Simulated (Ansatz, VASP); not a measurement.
# W: VASP beside Ansatz

INCAR

```
PREC = Accurate
ENCUT = 520
EDIFF = 1E-6
ISMEAR = -1
SIGMA = 0.1
LREAL = False
LASPH = True
NELM = 80
ALGO = Normal
ISIF = 2
LWAVE = False
LCHARG = False
NBANDS = 13
```

File KPOINTS:

```
regular mesh
0
Gamma
  14 14 14
```

POSCAR

```
W
1.0
    2.5216642922      0.0000000000      0.0000000000
    0.0000000000      2.5216642922      0.0000000000
    0.0000000000      0.0000000000      2.5216642922
W
1
Direct
    0.0000000000      0.0000000000      0.0000000000
```

Input for Ansatz:

```yaml
crystal:
  lattice:
    - [2.5216642922, 0.0, 0.0]
    - [0.0, 2.5216642922, 0.0]
    - [0.0, 0.0, 2.5216642922]
  atoms:
    - { symbol: W, position: [0.0, 0.0, 0.0] }
hamiltonian:
  xc: lda
  pseudopotentials:
    kind: paw
    azcp:
      W: "pseudopotentials/W.paw.azcp"
basis:
  ecutwfc: 420
  fft_grid_basis: typed
kpoints:
  mp_grid: { grid: [14, 14, 14], shift: [0, 0, 0] }
magnetization:
  spin_polarized: false
scf:
  occupations: { method: fermi_dirac, width: 0.1 }
  lower_state_search: "off"
output:
  stress: true
```

Alike in both runs: task single point; functional LDA; k mesh 14 × 14 × 14; occupations fermi-dirac, width 0.1 eV; no spin polarisation.

|  | VASP | Ansatz |
| --- | --- | --- |
| version | VASP 6.6.1 | Ansatz 0.2.0 |
| potentials or method | VASP PAW LDA potentials, release 64 (W_sv), cutoff 520 eV | plane waves (420 eV) with PAW, scalar-relativistic |
| valence electrons in the cell | 14 | 14 |

```csv
,VASP,Ansatz,Ansatz less VASP
pressure (GPa),25.4,23.0,-2.44
```

Ansatz warns that its potentials were made for another functional, while VASP's fit it. LDA's correlation is that of Perdew and Zunger in VASP and of Perdew and Wang (1992) in Ansatz.

Neither program's run includes spin-orbit coupling.
